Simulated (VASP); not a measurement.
Set up this calculation in VASP 6.6.1, as the native input.

- Task: single point
- Functional: PBE
- Potentials or basis: VASP PAW PBE potentials, release 64 (Na_pv, Yb, Ge_d, Se)
- Cutoff: 520 eV
- k mesh: 4 × 4 × 2
- Occupations: gaussian, width 0.15 eV
- Spin: collinear spin, ferromagnetic start
- Starting moments: [0.0, 0.0, 0.0, 1.0, 0.0, 0.0] μB
- Dipole correction: no
- Further INCAR settings: ALGO = Normal; EDIFF = 1e-06; NBANDS = 46

The structure of Na3YbGeSe lies in POSCAR:

```
Na3YbGeSe
1.0
    4.7359095866      0.0000000000      0.0000000000
   -2.3679547933      4.1014180120      0.0000000000
    0.0000000000      0.0000000000      7.6110942445
Na Yb Ge Se
3 1 1 1
Direct
    0.6666666667      0.3333333333      0.9903217272
    0.3333333333      0.6666666667      0.1454320873
    0.0000000000      0.0000000000      0.3467383468
    0.3333333333      0.6666666667      0.6765475630
    0.0000000000      0.0000000000      0.8925084320
    0.6666666667      0.3333333333      0.4484508237
```

The input as run:

INCAR

```
SYSTEM = Na3YbGeSe
PREC = Accurate
ENCUT = 520
EDIFF = 1E-6
ISMEAR = 0
SIGMA = 0.15
LREAL = .False.
LASPH = .True.
NELM = 150
ALGO = Normal
ISIF = 2
LWAVE = .False.
LCHARG = .True.
ISPIN = 2
MAGMOM = 0 0 0 1 0 0
LORBIT = 11
LMAXMIX = 6
GGA = PE
LELF = .True.
LVHAR = .True.
NBANDS = 46
```

KPOINTS

```
Automatic mesh
0
Gamma
  4 4 2
  0 0 0
```

Potentials or basis: VASP PAW PBE potentials, release 64 (Na_pv, Yb, Ge_d, Se).

The run is started by

```bash
$ cat potpaw_PBE.64/Na_pv/POTCAR potpaw_PBE.64/Yb/POTCAR potpaw_PBE.64/Ge_d/POTCAR potpaw_PBE.64/Se/POTCAR > POTCAR
$ mpirun -np 1 vasp_std > vasp.out
```

It gave:

| Quantity | Value |
| --- | --- |
| Pressure | 0.1 GPa |
| Largest force | 0.046 eV/Å |
| Net moment | 0.00 μB per cell |
| Valence electrons inside the program's atomic spheres | Na 6.11, 6.07; Yb 21.99; Ge 12.28; Se 3.84 |

Caveat: the k points lie up to 0.41 Å⁻¹ apart.

Run time: 2.6 min on 1 thread of Intel(R) Xeon(R) 6975P-C (Granite Rapids), on a shared host, peak memory 0.39 GiB.
